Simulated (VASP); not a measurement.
# B2Br (P6_222) in VASP: notebook

Runs on B2Br. Level: PBE. Tasks: single point, relaxation of cell and atoms.

Program: VASP 6.6.1. These are calculated values, not measurements. Logs are shortened: lines on timing, memory, paths and dates and some standing lists are left out, and cuts for length are marked.

### Step 1. The cell of the first run

Symmetry: P6_222, No. 180, hexagonal system. Conventional cell: a = 6.471 Å, b = 6.471 Å, c = 4.086 Å, α = 90.00°, β = 90.00°, γ = 120.00°. B (site symmetry 2) has 5 B at 1.63 to 2.07 Å within 2.2 Å. Br (site symmetry 222) has 4 B at 2.59 Å within 3.4 Å.

### Step 2. Single point, PBE

Input file INCAR:

```
PREC     = Accurate       # precision mode
ENCUT    = 520            # plane-wave cutoff, eV
EDIFF    = 1E-6           # SCF threshold, eV
ISMEAR   = 0              # smearing method
SIGMA    = 0.1            # smearing width, eV
LREAL    = False          # projectors in reciprocal space
LASPH    = True           # aspherical terms in the spheres
NELM     = 60             # most SCF steps
ALGO     = Normal         # electronic algorithm
ISIF     = 2              # what is computed and relaxed
LWAVE    = False          # write WAVECAR
LCHARG   = False          # write CHGCAR
GGA      = PE             # functional
NBANDS   = 30             # bands
```

Input file KPOINTS:

```
regular mesh
0
Gamma
  6 6 10
```

Input file POSCAR:

```
B2Br
1.0
    6.4714271905      0.0000000000      0.0000000000
   -3.2357135952      5.6044203457      0.0000000000
    0.0000000000      0.0000000000      4.0857244824
B Br
6 3
Direct
    0.0805449707      0.1610899414      0.5000000000
    0.9194550293      0.0805449707      0.8333333333
    0.8389100586      0.9194550293      0.1666666667
    0.9194550293      0.8389100586      0.5000000000
    0.0805449707      0.9194550293      0.8333333333
    0.1610899414      0.0805449707      0.1666666667
    0.5000000000      0.0000000000      0.0000000000
    0.5000000000      0.5000000000      0.3333333333
    0.0000000000      0.5000000000      0.6666666667
```

Potentials or basis: VASP PAW PBE potentials, release 64 (B, Br).

Launch:

```console
> cat potpaw_PBE.64/B/POTCAR potpaw_PBE.64/Br/POTCAR > POTCAR
> mpirun -np 1 vasp_std > vasp.out
```

OUTCAR:

```text
PREC = Accurate
   ENCUT = 520
   EDIFF = 1E-6
   ISMEAR = 0
   LREAL = False
   LASPH = True
   NELM = 60
   ISIF = 2
   GGA = PE

 ion  position               nearest neighbor table
   1  0.081  0.161  0.500-   6 1.63   2 1.63   4 1.81   5 2.07   3 2.07
   2  0.919  0.081  0.833-   1 1.63   3 1.63   5 1.81   4 2.07   6 2.07
   3  0.839  0.919  0.167-   4 1.63   2 1.63   6 1.81   1 2.07   5 2.07
   4  0.919  0.839  0.500-   3 1.63   5 1.63   1 1.81   2 2.07   6 2.07
   5  0.081  0.919  0.833-   4 1.63   6 1.63   2 1.81   1 2.07   3 2.07
   6  0.161  0.081  0.167-   1 1.63   5 1.63   3 1.81   4 2.07   2 2.07
   7  0.500  0.000  0.000-
   8  0.500  0.500  0.333-
   9  0.000  0.500  0.667-

  LATTYP: Found a hexagonal cell.
 ALAT       =     6.4714271905
 C/A-ratio  =     0.6313482887

  Lattice vectors:

 A1 = (   6.4714271905,   0.0000000000,   0.0000000000)
 A2 = (  -3.2357135952,   5.6044203457,   0.0000000000)
 A3 = (   0.0000000000,   0.0000000000,   4.0857244824)

Analysis of symmetry for initial positions (statically):
=====================================================================
 Subroutine PRICEL returns:
 Original cell was already a primitive cell.

 Routine SETGRP: Setting up the symmetry group for a
 hexagonal supercell.

 Subroutine GETGRP returns: Found 12 space group operations
 (whereof  4 operations were pure point group operations)
 out of a pool of 24 trial point group operations.

The static configuration has the point symmetry D_2 .
 The point group associated with its full space group is D_6 .

Analysis of symmetry for dynamics (positions and initial velocities):
=====================================================================
 Subroutine PRICEL returns:
 Original cell was already a primitive cell.

 Routine SETGRP: Setting up the symmetry group for a
 hexagonal supercell.

 Subroutine GETGRP returns: Found 12 space group operations
 (whereof  4 operations were pure point group operations)
 out of a pool of 24 trial point group operations.

The dynamic configuration has the point symmetry D_2 .
 The point group associated with its full space group is D_6 .

 Subroutine INISYM returns: Found 12 space group operations
 (whereof  4 operations are pure point group operations),
[... 100 lines left out ...]
 SYSTEM =  unknown system
   PREC   = accura    normal or accurate (medium, high low for compatibility)
   ISTART =      0    job   : 0-new  1-cont  2-samecut
   ICHARG =      2    charge: 1-file 2-atom 10-const
   ISPIN  =      1    spin polarized calculation?
   LNONCOLLINEAR =      F non collinear calculations
   LSORBIT =      F    spin-orbit coupling
   LASPH  =      T    aspherical Exc in radial PAW
   ENCUT  =  520.0 eV  38.22 Ry    6.18 a.u.  12.03 12.03  7.60*2*pi/ulx,y,z
   NELM   =     60;   NELMIN=  2; NELMDL= -5     # of ELM steps
   EDIFF  = 0.1E-05   stopping-criterion for ELM
   LREAL  =      F    real-space projection
[... 7 lines left out ...]
   TEBEG  =    0.0;   TEEND  =   0.0 temperature during run
   PSTRESS=    0.0 pullay stress
   NELECT =      39.0000    total number of electrons
   NUPDOWN=      -1.0000    fix difference up-down
   EMIN   =  10.00;   EMAX   =-10.00  energy-range for DOS
   EFERMI =   0.00;   METHOD = LEGACY
   ISMEAR =     0;   SIGMA  =   0.10  broadening in eV -4-tet -1-fermi 0-gaus
   EFERMI_NEDOS =   21; number of points for ismear=-14 and -15
   IALGO  =     38    algorithm
   IMIX   =      4    mixing-type and parameters
     AMIX     =   0.40;   BMIX     =  1.00
     AMIX_MAG =   1.60;   BMIX_MAG =  1.00
  volume/ion in A,a.u.               =      16.46       111.11
  Fermi-wavevector in a.u.,A,eV,Ry     =   1.049131  1.982570 14.975606  1.100676
  Thomas-Fermi vector in A             =   2.184081
   LORBIT       =      0    0 simple, 1 ext, 2 COOP (PROOUT), +10 PAW based schemes
   GGA     = PE    functional components
   LHFCALC =     F    Hartree Fock is set to
   AEXX    =    0.0000 exact exchange contribution
   IVDW    =     0    specifies the selected vdW correction
   LEPSILON=     F    determine dielectric tensor
   LRPA    =     F    only Hartree local field effects (RPA)
 non-spin polarized calculation
 Gauss-broadening in eV      SIGMA  =   0.10
  energy-cutoff  :      520.00
  volume of cell :      148.18
 maximum number of plane-waves:      4014
   NGX = 25   NGY = 25   NGZ = 15

 number of electron      39.0000001 magnetization

 Free energy of the ion-electron system (eV)
  ---------------------------------------------------
  ext. energy  EPLUGINS =         0.00000000
  ---------------------------------------------------
  free energy    TOTEN  =       -38.43153561 eV

  energy without entropy =      -38.42741545  energy(sigma->0) =      -38.42947553

 E-fermi :   2.4844     XC(G=0):  -9.1409

 val. band max:        2.4816733421   @ k =   0.5000  -0.0000   0.5000
 cond. band min:       2.5303621688   @ k =   0.0000   0.0000   0.5000
 fundamental gap:      0.0486888267
 Fermi energy:         2.4843834820

 k-point     1 :       0.0000    0.0000    0.0000
  band No.  band energies     occupation
      1     -13.4070      2.00000
      2     -12.2755      2.00000
      3     -12.2755      2.00000
      4     -11.7690      2.00000
      5      -6.1165      2.00000
      6      -6.1165      2.00000
[... 781 lines left out ...]
     29       9.7384      0.00000
     30       9.9475      0.00000

 [... further k-points ...]
[... 5 lines left out ...]
  --------------------------------------------------------------------------------------
  -------------------------------------------------------------------------------------
  Total        0.0178144      0.0178144      0.0391216      0.0000000      0.0000000     -0.0000000
  in kB        0.1926118      0.1926118      0.4229872      0.0000000      0.0000000     -0.0000000
  external PRESSURE =       0.2694036 kB  Pullay stress =       0.0000000 kB

 VOLUME and BASIS-vectors are now :
 -----------------------------------------------------------------------------
  energy-cutoff  :      520.00
  volume of cell :      148.18
      direct lattice vectors                 reciprocal lattice vectors
     6.471427191  0.000000000  0.000000000     0.154525419  0.089215292  0.000000000
    -3.235713595  5.604420346  0.000000000     0.000000000  0.178430585  0.000000000
     0.000000000  0.000000000  4.085724482     0.000000000  0.000000000  0.244754634

 POSITION                                       TOTAL-FORCE (eV/Angst)
 -----------------------------------------------------------------------------------
      0.00000      0.90282      2.04286         0.000000      0.018252      0.000000
      5.68957      0.45141      3.40477        -0.015807      0.009126     -0.000000
      2.45385      5.15301      0.68095        -0.015807     -0.009126     -0.000000
      3.23571      4.70160      2.04286        -0.000000     -0.018252     -0.000000
     -2.45385      5.15301      3.40477         0.015807     -0.009126     -0.000000
      0.78186      0.45141      0.68095         0.015807      0.009126     -0.000000
      3.23571      0.00000      0.00000         0.000000      0.000000     -0.000000
      1.61786      2.80221      1.36191        -0.000000      0.000000      0.000000
     -1.61786      2.80221      2.72382         0.000000     -0.000000      0.000000
 -----------------------------------------------------------------------------------
    total drift:                               -0.000000      0.000000      0.000000

  FREE ENERGIE OF THE ION-ELECTRON SYSTEM (eV)
  ---------------------------------------------------
  free  energy   TOTEN  =       -38.4315356079 eV

  energy  without entropy=      -38.4274154544  energy(sigma->0) =      -38.42947553
```

OSZICAR:

```text
N       E                     dE             d eps       ncg     rms          rms(c)
DAV:   1     0.171113524255E+03    0.17111E+03   -0.16602E+04  2520   0.110E+03
DAV:   2    -0.279989289155E+02   -0.19911E+03   -0.19257E+03  3266   0.204E+02
DAV:   3    -0.419189957381E+02   -0.13920E+02   -0.13656E+02  3090   0.542E+01
DAV:   4    -0.421420734077E+02   -0.22308E+00   -0.22239E+00  3176   0.736E+00
DAV:   5    -0.421456260186E+02   -0.35526E-02   -0.35514E-02  3136   0.897E-01    0.130E+01
DAV:   6    -0.386901726542E+02    0.34555E+01   -0.85146E+00  3024   0.139E+01    0.763E+00
DAV:   7    -0.384800793504E+02    0.21009E+00   -0.20905E+00  3116   0.589E+00    0.585E+00
DAV:   8    -0.384326396294E+02    0.47440E-01   -0.23121E-01  2988   0.200E+00    0.114E+00
DAV:   9    -0.384309027259E+02    0.17369E-02   -0.12957E-02  3292   0.662E-01    0.332E-01
DAV:  10    -0.384315174653E+02   -0.61474E-03   -0.58573E-03  2844   0.336E-01    0.128E-01
DAV:  11    -0.384314738792E+02    0.43586E-04   -0.35649E-04  3304   0.999E-02    0.513E-02
DAV:  12    -0.384315319958E+02   -0.58117E-04   -0.14397E-04  2866   0.555E-02    0.286E-02
DAV:  13    -0.384315354502E+02   -0.34544E-05   -0.53491E-06  3310   0.113E-02    0.193E-02
DAV:  14    -0.384315356079E+02   -0.15772E-06   -0.13837E-06  2042   0.734E-03
   1 F= -.38431536E+02 E0= -.38429476E+02  d E =-.412015E-02
```

stdout:

```text
POSCAR found type information on POSCAR B Br
 POSCAR found :  2 types and       9 ions
 scaLAPACK will be used
 LDA part: xc-table for (Slater+PW92), standard interpolation
 POSCAR, INCAR and KPOINTS ok, starting setup
 FFT: planning ... GRIDC
 FFT: planning ... GRID_SOFT
 FFT: planning ... GRID
 WAVECAR not read
 entering main loop
```

It took 5.1 min on 1 thread of Oxide Virtual Turin-like, shared host; peak memory 0.29 GiB.

Results:

```yaml
Free_energy: -38.4315 eV
Pressure: 0.0 GPa
Largest_force: 0.018 eV/Å
```

Forces on the atoms (eV/Å):
```
B    0.000  0.018  0.000
B   -0.016  0.009  0.000
B   -0.016 -0.009  0.000
B    0.000 -0.018  0.000
B    0.016 -0.009  0.000
B    0.016  0.009  0.000
Br   0.000  0.000  0.000
Br   0.000  0.000  0.000
Br   0.000  0.000  0.000
```

Caveat: an odd number of electrons without spin polarisation forces a metal; a magnetic or distorted state may lie lower.

### Step 3. Relaxation of cell and atoms, PBE

This run uses another cell than the first one, of 16.39 Å³/atom, 0.995 times its volume.

Input file INCAR:

```
SYSTEM = B2Br
PREC = Accurate
ENCUT = 600
EDIFF = 1E-7
ISMEAR = 0
SIGMA = 0.1
LREAL = .False.
LASPH = .True.
NELM = 60
ALGO = Normal
ISIF = 3
LWAVE = .False.
LCHARG = .False.
GGA = PE
IBRION = 2
NSW = 100
EDIFFG = -0.01
```

Input file KPOINTS:

```
regular mesh
0
Gamma
  6 6 10
  0 0 0
```

Input file POSCAR:

```
B2Br
1.0
    6.4520993131      0.0000000000      0.0000000000
   -3.2260496565      5.5876819128      0.0000000000
    0.0000000000      0.0000000000      4.0917155435
B Br
6 3
Direct
    0.0806555833      0.1613111667      0.5000000000
    0.9193444167      0.0806555833      0.8333333333
    0.8386888333      0.9193444167      0.1666666667
    0.9193444167      0.8386888333      0.5000000000
    0.0806555833      0.9193444167      0.8333333333
    0.1613111667      0.0806555833      0.1666666667
    0.5000000000      0.0000000000      0.0000000000
    0.5000000000      0.5000000000      0.3333333333
    0.0000000000      0.5000000000      0.6666666667
```

Potentials or basis: VASP PAW PBE potentials, release 64 (B, Br).

Launch:

```console
> cat potpaw_PBE.64/B/POTCAR potpaw_PBE.64/Br/POTCAR > POTCAR
> mpirun -np 1 vasp_std > vasp.out
```

OUTCAR:

```text
SYSTEM = B2Br
   PREC = Accurate
   ENCUT = 600
   EDIFF = 1E-7
   ISMEAR = 0
   LREAL = .False.
   LASPH = .True.
   NELM = 60
   ISIF = 3
   GGA = PE
   IBRION = 2
   NSW = 100
   EDIFFG = -0.01

 ion  position               nearest neighbor table
   1  0.081  0.161  0.500-   2 1.63   6 1.63   4 1.80   5 2.07   3 2.07
   2  0.919  0.081  0.833-   1 1.63   3 1.63   5 1.80   4 2.07   6 2.07
   3  0.839  0.919  0.167-   2 1.63   4 1.63   6 1.80   1 2.07   5 2.07
   4  0.919  0.839  0.500-   5 1.63   3 1.63   1 1.80   2 2.07   6 2.07
   5  0.081  0.919  0.833-   4 1.63   6 1.63   2 1.80   1 2.07   3 2.07
   6  0.161  0.081  0.167-   5 1.63   1 1.63   3 1.80   4 2.07   2 2.07
   7  0.500  0.000  0.000-
   8  0.500  0.500  0.333-
   9  0.000  0.500  0.667-

  LATTYP: Found a hexagonal cell.
 ALAT       =     6.4520993131
 C/A-ratio  =     0.6341680971

  Lattice vectors:

 A1 = (   6.4520993131,   0.0000000000,   0.0000000000)
 A2 = (  -3.2260496565,   5.5876819128,   0.0000000000)
 A3 = (   0.0000000000,   0.0000000000,   4.0917155435)

Analysis of symmetry for initial positions (statically):
=====================================================================
 Subroutine PRICEL returns:
 Original cell was already a primitive cell.

 Routine SETGRP: Setting up the symmetry group for a
 hexagonal supercell.

 Subroutine GETGRP returns: Found 12 space group operations
 (whereof  4 operations were pure point group operations)
 out of a pool of 24 trial point group operations.

The static configuration has the point symmetry D_2 .
 The point group associated with its full space group is D_6 .

Analysis of symmetry for dynamics (positions and initial velocities):
=====================================================================
 Subroutine PRICEL returns:
 Original cell was already a primitive cell.
[... 142 lines left out ...]
     AMIX     =   0.40;   BMIX     =  1.00
     AMIX_MAG =   1.60;   BMIX_MAG =  1.00
  volume/ion in A,a.u.               =      16.39       110.61
  Fermi-wavevector in a.u.,A,eV,Ry     =   1.050712  1.985558 15.020771  1.103995
  Thomas-Fermi vector in A             =   2.185726
   LORBIT       =      0    0 simple, 1 ext, 2 COOP (PROOUT), +10 PAW based schemes
   GGA     = PE    functional components
   LHFCALC =     F    Hartree Fock is set to
   AEXX    =    0.0000 exact exchange contribution
   IVDW    =     0    specifies the selected vdW correction
   LEPSILON=     F    determine dielectric tensor
   LRPA    =     F    only Hartree local field effects (RPA)
 conjugate gradient relaxation of ions
 non-spin polarized calculation
 Gauss-broadening in eV      SIGMA  =   0.10
  energy-cutoff  :      600.00
  volume of cell :      147.52
 maximum number of plane-waves:      4953
 NGX is ok and might be reduce to    54
   NGX = 25   NGY = 25   NGZ = 17

--------------------------------------- Ionic step        1  -------------------------------------------

 number of electron      39.0000004 magnetization

 Free energy of the ion-electron system (eV)
  ---------------------------------------------------
  ext. energy  EPLUGINS =         0.00000000
  ---------------------------------------------------
  free energy    TOTEN  =       -38.43560783 eV

  energy without entropy =      -38.43180717  energy(sigma->0) =      -38.43370750

------------------------ aborting loop because EDIFF is reached ----------------------------------------

  FORCE on cell =-STRESS in cart. coord.  units (eV):
  Direction    XX          YY          ZZ          XY          YZ          ZX
  --------------------------------------------------------------------------------------
  -------------------------------------------------------------------------------------
  Total        0.3565054      0.3565054     -0.1294289      0.0000000      0.0000000      0.0000000
  in kB        3.8720286      3.8720286     -1.4057359      0.0000000      0.0000000      0.0000000
  external PRESSURE =       2.1127738 kB  Pullay stress =       0.0000000 kB
[... 159 lines left out ...]
--------------------------------------- Ionic step        5  -------------------------------------------

 number of electron      39.0000003 magnetization

 Free energy of the ion-electron system (eV)
  ---------------------------------------------------
  ext. energy  EPLUGINS =         0.00000000
  ---------------------------------------------------
  free energy    TOTEN  =       -38.43671137 eV

  energy without entropy =      -38.43255786  energy(sigma->0) =      -38.43463461

 E-fermi :   2.4923     XC(G=0):  -9.1431

 val. band max:        2.4917882136   @ k =   0.5000  -0.0000   0.5000
 cond. band min:       2.5365848259   @ k =   0.0000   0.0000   0.5000
 fundamental gap:      0.0447966123
 Fermi energy:         2.4922834592

 k-point     1 :       0.0000    0.0000    0.0000
  band No.  band energies     occupation
      1     -13.4036      2.00000
      2     -12.2747      2.00000
      3     -12.2747      2.00000
      4     -11.7566      2.00000
      5      -6.1148      2.00000
      6      -6.1148      2.00000
[... 637 lines left out ...]
     23       5.4797      0.00000
     24       5.6269      0.00000

 [... further k-points ...]
[... 5 lines left out ...]
  --------------------------------------------------------------------------------------
  -------------------------------------------------------------------------------------
  Total        0.0067392      0.0067392      0.0238990      0.0000000      0.0000000     -0.0000000
  in kB        0.0728937      0.0728937      0.2585025      0.0000000      0.0000000     -0.0000000
  external PRESSURE =       0.1347633 kB  Pullay stress =       0.0000000 kB
[... 24 lines left out ...]
  FREE ENERGIE OF THE ION-ELECTRON SYSTEM (eV)
  ---------------------------------------------------
  free  energy   TOTEN  =       -38.4367113654 eV

  energy  without entropy=      -38.4325578577  energy(sigma->0) =      -38.43463461

 reached required accuracy - stopping structural energy minimisation
```

It took 15 min on 1 thread of Oxide Virtual Turin-like, shared host; peak memory 0.39 GiB.

What came out:

| Property | Result |
| --- | --- |
| Free energy | -38.4367 eV |
| Relaxed volume | 16.46 Å³/atom |
| Relaxed cell | a = 6.471 Å, b = 6.471 Å, c = 4.085 Å, α = 90.00°, β = 90.00°, γ = 120.00° |
| Space group after relaxing (to 0.05 Å) | P6_222 (No. 180) |
| Energy gained by relaxing | 0.1 meV/atom |
| Ionic steps | 5 |
| Pressure after relaxing | 0.0 GPa |

Step by step:
```
step  energy change (eV)  largest force (eV/Å)  pressure (GPa)  volume (Å³)
   1              0.0000                0.0067            0.21       147.52
   2             -0.0009                0.0170            0.01       147.98
   3             -0.0010                0.0255           -0.06       148.15
   4             -0.0011                0.0093            0.05       148.11
   5             -0.0011                0.0018            0.01       148.12
```

Final structure:
```yaml
crystal:
  lattice:
    - [6.47051, 0.00000, 0.00000]
    - [-3.23526, 5.60363, 0.00000]
    - [0.00000, 0.00000, 4.08525]
  atoms:
    - { symbol: B, position: [0.08062, 0.16124, 0.50000] }
    - { symbol: B, position: [0.91938, 0.08062, 0.83333] }
    - { symbol: B, position: [0.83876, 0.91938, 0.16667] }
    - { symbol: B, position: [0.91938, 0.83876, 0.50000] }
    - { symbol: B, position: [0.08062, 0.91938, 0.83333] }
    - { symbol: B, position: [0.16124, 0.08062, 0.16667] }
    - { symbol: Br, position: [0.50000, 0.00000, 0.00000] }
    - { symbol: Br, position: [0.50000, 0.50000, 0.33333] }
    - { symbol: Br, position: [0.00000, 0.50000, 0.66667] }
```

Levels at points of the mesh, in eV from the Fermi level:
```
           k point  band 16  band 17  band 18  band 19  band 20  band 21  band 22  band 23  band 24
(0.00, 0.00, 0.00)    -1.86    -1.34    -1.34    -1.29    -1.29    -1.07     0.58     0.58     1.91
(0.50, 0.00, 0.00)    -2.05    -1.17    -1.14    -1.11    -0.29     0.73     2.20     2.62     2.63
(0.00, 0.00, 0.50)    -1.44    -1.44    -1.00    -1.00    -0.79     0.04     1.79     1.85     4.25
(0.50, 0.00, 0.50)    -2.11    -1.68    -1.67    -0.64     0.00     1.30     2.66     2.95     3.69
```

Caveat: an odd number of electrons without spin polarisation forces a metal; a magnetic or distorted state may lie lower.
